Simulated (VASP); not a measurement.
# SnO in VASP: single point with PBE+D3(BJ)

Aim: the single point of SnO with PBE+D3(BJ).

All numbers are computed with VASP 6.6.1; they aren't measurements. Logs are shortened: lines on timing, memory, paths and dates and some standing lists are left out, and cuts for length are marked.

## Step 1: The cell of the first run

The cell holds a slab with vacuum, 8 atoms: a = 3.820 Å, b = 3.820 Å, c = 22.226 Å, α = 90.00°, β = 90.00°, γ = 90.00°.

## Step 2: Single point, PBE+D3(BJ) (layers slid over each other)

Input file INCAR:

```
  PREC = Accurate
  ENCUT = 520
  EDIFF = 1E-7
  ISMEAR = 0
  SIGMA = 0.05
  LREAL = False
  LASPH = True
  NELM = 60
  ALGO = Normal
  ISIF = 2
  LWAVE = False
  LCHARG = False
  LDIPOL = True
  IDIPOL = 3
  DIPOL = 0.5 0.5 0.408
  GGA = PE
  IVDW = 12
  NBANDS = 50
```

Input file KPOINTS:

```
regular mesh
0
Gamma
  7 7 1
```

Input file POSCAR:

```
SnO
1.0
    3.8201527101      0.0002954416      0.0000000000
   -0.0003145269      3.8201527086      0.0000000000
    0.0000000000      0.0000000000     22.2260751773
Sn O
4 4
Direct
    0.9999452874      0.9999452874      0.2024648960
    0.4999452874      0.4999452874      0.3087831537
    0.9999452874      0.9999452874      0.5067488299
    1.4999452874      1.4999452874      0.6130670876
    0.9999461031      0.4999461031      0.2556240249
    0.4999461031      0.9999461031      0.2556240249
    0.9999444717      1.4999444717      0.5599079587
    1.4999444717      0.9999444717      0.5599079587
```

Potentials or basis: VASP PAW PBE potentials, release 64 (Sn_d, O).

Command:

```console
cat potpaw_PBE.64/Sn_d/POTCAR potpaw_PBE.64/O/POTCAR > POTCAR
mpirun -np 1 vasp_std > vasp.out
```

OUTCAR:

```text
PREC = Accurate
   ENCUT = 520
   EDIFF = 1E-7
   ISMEAR = 0
   LREAL = False
   LASPH = True
   NELM = 60
   ISIF = 2
   GGA = PE
   IVDW = 12
 IVDW          = 12

 ion  position               nearest neighbor table
   1  1.000  1.000  0.202-   6 2.25   5 2.25   6 2.25   5 2.25   2 3.59   2 3.59   2 3.59   2 3.59

   2  0.500  0.500  0.309-   5 2.25   6 2.25   5 2.25   6 2.25   1 3.59   1 3.59   1 3.59   1 3.59

   3  1.000  1.000  0.507-   8 2.25   7 2.25   8 2.25   7 2.25   4 3.59   4 3.59   4 3.59   4 3.59

   4  0.500  0.500  0.613-   7 2.25   8 2.25   7 2.25   8 2.25   3 3.59   3 3.59   3 3.59   3 3.59

   5  1.000  0.500  0.256-   2 2.25   1 2.25   2 2.25   1 2.25
   6  0.500  1.000  0.256-   2 2.25   1 2.25   2 2.25   1 2.25
   7  1.000  0.500  0.560-   3 2.25   4 2.25   3 2.25   4 2.25
   8  0.500  1.000  0.560-   3 2.25   4 2.25   3 2.25   4 2.25

  LATTYP: Found a simple tetragonal cell.
 ALAT       =     3.8201527215
 C/A-ratio  =     5.8181116823

  Lattice vectors:

 A1 = (   3.8201527101,   0.0002954416,   0.0000000000)
 A2 = (  -0.0003145269,   3.8201527086,   0.0000000000)
 A3 = (   0.0000000000,   0.0000000000,  22.2260751773)

Analysis of symmetry for initial positions (statically):
=====================================================================
 Subroutine PRICEL returns:
 Original cell was already a primitive cell.

 Routine SETGRP: Setting up the symmetry group for a
 simple tetragonal supercell.

 Subroutine GETGRP returns: Found 16 space group operations
 (whereof  2 operations were pure point group operations)
 out of a pool of 16 trial point group operations.

The static configuration has the point symmetry C_1h.
 The point group associated with its full space group is D_4h.

Analysis of symmetry for dynamics (positions and initial velocities):
=====================================================================
 Subroutine PRICEL returns:
 Original cell was already a primitive cell.

 Routine SETGRP: Setting up the symmetry group for a
 simple tetragonal supercell.

 Subroutine GETGRP returns: Found 16 space group operations
 (whereof  2 operations were pure point group operations)
 out of a pool of 16 trial point group operations.

The dynamic configuration has the point symmetry C_1h.
 The point group associated with its full space group is D_4h.

 Subroutine INISYM returns: Found 16 space group operations
 (whereof  2 operations are pure point group operations),
 and found     1 'primitive' translations

----------------------------------------------------------------------------------------

                                     Primitive cell

  volume of cell :     324.3577

  direct lattice vectors                    reciprocal lattice vectors
     3.820152710  0.000295442  0.000000000     0.261769638  0.000021552  0.000000000
    -0.000314527  3.820152709  0.000000000    -0.000020245  0.261769639  0.000000000
     0.000000000  0.000000000 22.226075177     0.000000000  0.000000000  0.044992199

  length of vectors
     3.820152722  3.820152722 22.226075177     0.261769639  0.261769639  0.044992199

  position of ions in fractional coordinates (direct lattice)
     0.999945287  0.999945287  0.202464896
     0.499945287  0.499945287  0.308783154
     0.999945287  0.999945287  0.506748830
     0.499945287  0.499945287  0.613067088
     0.999946103  0.499946103  0.255624025
     0.499946103  0.999946103  0.255624025
     0.999944472  0.499944472  0.559907959
     0.499944472  0.999944472  0.559907959

  ion indices of the primitive-cell ions
   primitive index   ion index
                 1           1
                 2           2
                 3           3
                 4           4
                 5           5
                 6           6
                 7           7
                 8           8

----------------------------------------------------------------------------------------

 KPOINTS: regular mesh

Automatic generation of k-mesh.
 Grid dimensions read from file:
 generate k-points for:    7    7    1

 Generating k-lattice:

  Cartesian coordinates                     Fractional coordinates (reciprocal lattice)
     0.037395663  0.000003079  0.000000000     0.142857143  0.000000000  0.000000000
    -0.000002892  0.037395663  0.000000000     0.000000000  0.142857143  0.000000000
     0.000000000  0.000000000  0.044992199     0.000000000  0.000000000  1.000000000

  Length of vectors
     0.037395663  0.037395663  0.044992199

  Shift w.r.t. Gamma in fractional coordinates (k-lattice)
     0.000000000  0.000000000  0.000000000

 Subroutine IBZKPT returns following result:
 ===========================================

 Found     10 irreducible k-points:

 Following reciprocal coordinates:
            Coordinates               Weight
  0.000000  0.000000  0.000000      1.000000
  0.142857  0.000000  0.000000      4.000000
  0.285714  0.000000  0.000000      4.000000
  0.428571  0.000000  0.000000      4.000000
  0.142857  0.142857  0.000000      4.000000
  0.285714  0.142857  0.000000      8.000000
  0.428571  0.142857  0.000000      8.000000
  0.285714  0.285714  0.000000      4.000000
  0.428571  0.285714  0.000000      8.000000
  0.428571  0.428571  0.000000      4.000000
   k-points           NKPTS =     10   k-points in BZ     NKDIM =     10   number of bands    NBANDS=     50
   number of dos      NEDOS =    301   number of ions     NIONS =      8
   total plane-waves  NPLWV = 131712
   dimension x,y,z NGX =    28 NGY =   28 NGZ =  168
   dimension x,y,z NGXF=    56 NGYF=   56 NGZF=  336
   ions per type =               4   4
   NGX,Y,Z   is equivalent  to a cutoff of  12.19, 12.19, 12.57 a.u.
   NGXF,Y,Z  is equivalent  to a cutoff of  24.37, 24.37, 25.13 a.u.
 SYSTEM =  unknown system
   PREC   = accura    normal or accurate (medium, high low for compatibility)
   ISTART =      0    job   : 0-new  1-cont  2-samecut
   ICHARG =      2    charge: 1-file 2-atom 10-const
   ISPIN  =      1    spin polarized calculation?
   LNONCOLLINEAR =      F non collinear calculations
   LSORBIT =      F    spin-orbit coupling
   LASPH  =      T    aspherical Exc in radial PAW
   ENCUT  =  520.0 eV  38.22 Ry    6.18 a.u.   7.10  7.10 41.33*2*pi/ulx,y,z
   NELM   =     60;   NELMIN=  2; NELMDL= -5     # of ELM steps
   EDIFF  = 0.1E-06   stopping-criterion for ELM
   LREAL  =      F    real-space projection
   EDIFFG = 0.1E-05   stopping-criterion for IOM
   NSW    =      0    number of steps for IOM
   IBRION =     -1    ionic relax: 0-MD 1-quasi-New 2-CG
   NFREE  =      0    steps in history (QN), initial steepest desc. (CG)
   ISIF   =      2    stress and relaxation
   ISYM   =      2    0-nonsym 1-usesym 2-fastsym
   POTIM  = 0.5000    time-step for ionic-motion
   TEBEG  =    0.0;   TEEND  =   0.0 temperature during run
   PSTRESS=    0.0 pullay stress
   NELECT =      80.0000    total number of electrons
   NUPDOWN=      -1.0000    fix difference up-down
   EMIN   =  10.00;   EMAX   =-10.00  energy-range for DOS
   EFERMI =   0.00;   METHOD = LEGACY
   ISMEAR =     0;   SIGMA  =   0.05  broadening in eV -4-tet -1-fermi 0-gaus
   EFERMI_NEDOS =   21; number of points for ismear=-14 and -15
   IALGO  =     38    algorithm
   IMIX   =      4    mixing-type and parameters
     AMIX     =   0.40;   BMIX     =  1.00
     AMIX_MAG =   1.60;   BMIX_MAG =  1.00
  volume/ion in A,a.u.               =      40.54       273.61
  Fermi-wavevector in a.u.,A,eV,Ry     =   1.026668  1.940121 14.341186  1.054047
  Thomas-Fermi vector in A             =   2.160573
   LORBIT       =      0    0 simple, 1 ext, 2 COOP (PROOUT), +10 PAW based schemes
   GGA     = PE    functional components
   LHFCALC =     F    Hartree Fock is set to
   AEXX    =    0.0000 exact exchange contribution
   IVDW    =    12    specifies the selected vdW correction
   LEPSILON=     F    determine dielectric tensor
   LRPA    =     F    only Hartree local field effects (RPA)
 non-spin polarized calculation
 Gauss-broadening in eV      SIGMA  =   0.05
  energy-cutoff  :      520.00
  volume of cell :      324.36
 maximum number of plane-waves:      8769
   NGX = 15   NGY = 15   NGZ = 83

 dipolmoment           0.000000      0.000000      0.000000 electrons x Angstroem

 number of electron      79.9999968 magnetization

 dipolmoment           0.000000      0.000000     -0.000000 electrons x Angstroem

 Free energy of the ion-electron system (eV)
  ---------------------------------------------------
  ext. energy  EPLUGINS =         0.00000000
  ---------------------------------------------------
  free energy    TOTEN  =       -45.18870904 eV

  energy without entropy =      -45.18870904  energy(sigma->0) =      -45.18870904

 E-fermi :   0.0182     XC(G=0):  -5.3489

 val. band max:       -0.2824215842   @ k =   0.1429   0.1429   0.0000
 cond. band min:       2.3267365384   @ k =   0.0000   0.0000   0.0000
 fundamental gap:      2.6091581227
 Fermi energy:         0.0182090874

 k-point     1 :       0.0000    0.0000    0.0000
  band No.  band energies     occupation
      1     -21.0616      2.00000
      2     -21.0616      2.00000
      3     -20.7010      2.00000
      4     -20.7010      2.00000
      5     -20.6629      2.00000
      6     -20.6629      2.00000
[... 42 lines left out ...]
     49       5.2114      0.00000
     50       5.2115      0.00000

 k-point     2 :       0.1429    0.0000    0.0000
  band No.  band energies     occupation
      1     -21.0526      2.00000
      2     -21.0526      2.00000
      3     -20.7016      2.00000
      4     -20.7015      2.00000
      5     -20.6647      2.00000
      6     -20.6646      2.00000
[... 42 lines left out ...]
     49       5.3872      0.00000
     50       5.4724      0.00000

 k-point     3 :       0.2857    0.0000    0.0000
  band No.  band energies     occupation
      1     -21.0276      2.00000
      2     -21.0276      2.00000
      3     -20.7979      2.00000
      4     -20.7978      2.00000
      5     -20.6690      2.00000
      6     -20.6690      2.00000
[... 42 lines left out ...]
     49       5.6051      0.00000
     50       5.7582      0.00000

 k-point     4 :       0.4286    0.0000    0.0000
  band No.  band energies     occupation
      1     -20.9838      2.00000
      2     -20.9837      2.00000
      3     -20.9089      2.00000
      4     -20.9088      2.00000
      5     -20.6721      2.00000
      6     -20.6720      2.00000
[... 42 lines left out ...]
     49       6.4522      0.00000
     50       6.5215      0.00000

 k-point     5 :       0.1429    0.1429    0.0000
  band No.  band energies     occupation
      1     -21.0450      2.00000
      2     -21.0450      2.00000
      3     -20.7135      2.00000
      4     -20.7134      2.00000
      5     -20.6883      2.00000
      6     -20.6882      2.00000
[... 42 lines left out ...]
     49       5.2437      0.00000
     50       5.5788      0.00000

 k-point     6 :       0.2857    0.1429    0.0000
  band No.  band energies     occupation
      1     -21.0241      2.00000
      2     -21.0241      2.00000
      3     -20.8217      2.00000
      4     -20.8217      2.00000
      5     -20.6709      2.00000
      6     -20.6708      2.00000
[... 42 lines left out ...]
     49       5.3147      0.00000
     50       5.5364      0.00000

 k-point     7 :       0.4286    0.1429    0.0000
  band No.  band energies     occupation
      1     -20.9868      2.00000
      2     -20.9868      2.00000
      3     -20.9210      2.00000
      4     -20.9210      2.00000
      5     -20.6703      2.00000
      6     -20.6703      2.00000
[... 42 lines left out ...]
     49       5.9542      0.00000
     50       6.0179      0.00000

 k-point     8 :       0.2857    0.2857    0.0000
  band No.  band energies     occupation
      1     -21.0154      2.00000
      2     -21.0153      2.00000
      3     -20.8874      2.00000
      4     -20.8873      2.00000
      5     -20.6632      2.00000
      6     -20.6631      2.00000
[... 42 lines left out ...]
     49       5.2656      0.00000
     50       5.5866      0.00000

 k-point     9 :       0.4286    0.2857    0.0000
  band No.  band energies     occupation
      1     -20.9965      2.00000
      2     -20.9964      2.00000
      3     -20.9544      2.00000
      4     -20.9543      2.00000
      5     -20.6658      2.00000
      6     -20.6658      2.00000
[... 42 lines left out ...]
     49       5.7969      0.00000
     50       6.1056      0.00000

 k-point    10 :       0.4286    0.4286    0.0000
  band No.  band energies     occupation
      1     -21.0023      2.00000
      2     -21.0021      2.00000
      3     -20.9884      2.00000
      4     -20.9882      2.00000
      5     -20.6675      2.00000
      6     -20.6675      2.00000
[... 42 lines left out ...]
     49       5.9664      0.00000
     50       6.1121      0.00000

------------------------ aborting loop because EDIFF is reached ----------------------------------------

 vacuum level on the upper side and lower side of the slab       (xc-potential included)        -0.146        -0.146

 Edisp (eV)   -1.22326

 E8    (eV) :    -0.5411

  FORCE on cell =-STRESS in cart. coord.  units (eV):
  Direction    XX          YY          ZZ          XY          YZ          ZX
  --------------------------------------------------------------------------------------
  -------------------------------------------------------------------------------------
  Total       0.12010     0.12010    -0.32235    -0.00000    -0.00000     0.00000
  in kB       0.59326     0.59326    -1.59225    -0.00000    -0.00000     0.00000
  external pressure =       -0.14 kB  Pullay stress =        0.00 kB

 VOLUME and BASIS-vectors are now :
 -----------------------------------------------------------------------------
  energy-cutoff  :      520.00
  volume of cell :      324.36
      direct lattice vectors                 reciprocal lattice vectors
     3.820152710  0.000295442  0.000000000     0.261769638  0.000021552  0.000000000
    -0.000314527  3.820152709  0.000000000    -0.000020245  0.261769639  0.000000000
     0.000000000  0.000000000 22.226075177     0.000000000  0.000000000  0.044992199

 POSITION                                       TOTAL-FORCE (eV/Angst)
 -----------------------------------------------------------------------------------
      3.81963      3.82024      4.50000        -0.000000     -0.000000     -0.081997
      1.90971      1.91002      6.86304        -0.000000      0.000000      0.178905
      3.81963      3.82024     11.26304        -0.000000      0.000000     -0.178905
      1.90971      1.91002     13.62608        -0.000000     -0.000000      0.081997
      3.81979      1.91017      5.68152        -0.000000      0.000000      0.009439
      1.90956      3.82009      5.68152         0.000000      0.000000      0.009439
      3.81978      1.91016     12.44456        -0.000000      0.000000     -0.009439
      1.90955      3.82009     12.44456         0.000000     -0.000000     -0.009439
 -----------------------------------------------------------------------------------
    total drift:                               -0.000003     -0.000003     -0.000002

  FREE ENERGIE OF THE ION-ELECTRON SYSTEM (eV)
  ---------------------------------------------------
  free  energy   TOTEN  =       -46.4119654336 eV

  energy  without entropy=      -46.4119654336  energy(sigma->0) =      -46.41196543

 vacuum level on the upper side and lower side of the slab         4.797         4.797
```

Run time: 1.9 min. Hardware: 1 thread of Intel Xeon 6975P-C (Granite Rapids), shared host; peak memory 0.38 GiB.

Results:

```
Free energy                : -46.4120 eV
Largest force              : 0.179 eV/Å
Band gap on the k mesh     : 2.61 eV (least direct gap 2.63 eV)
Dispersion energy per atom : -0.153 eV
```

Forces on the atoms (eV/Å):
```
Sn   0.000  0.000 -0.082
Sn   0.000  0.000  0.179
Sn   0.000  0.000 -0.179
Sn   0.000  0.000  0.082
O    0.000  0.000  0.009
O    0.000  0.000  0.009
O    0.000  0.000 -0.009
O    0.000  0.000 -0.009
```

Caveat: the cell differs from its parent crystal (layers slid over each other); spin-orbit coupling is left out, which moves the levels of the heavy elements.
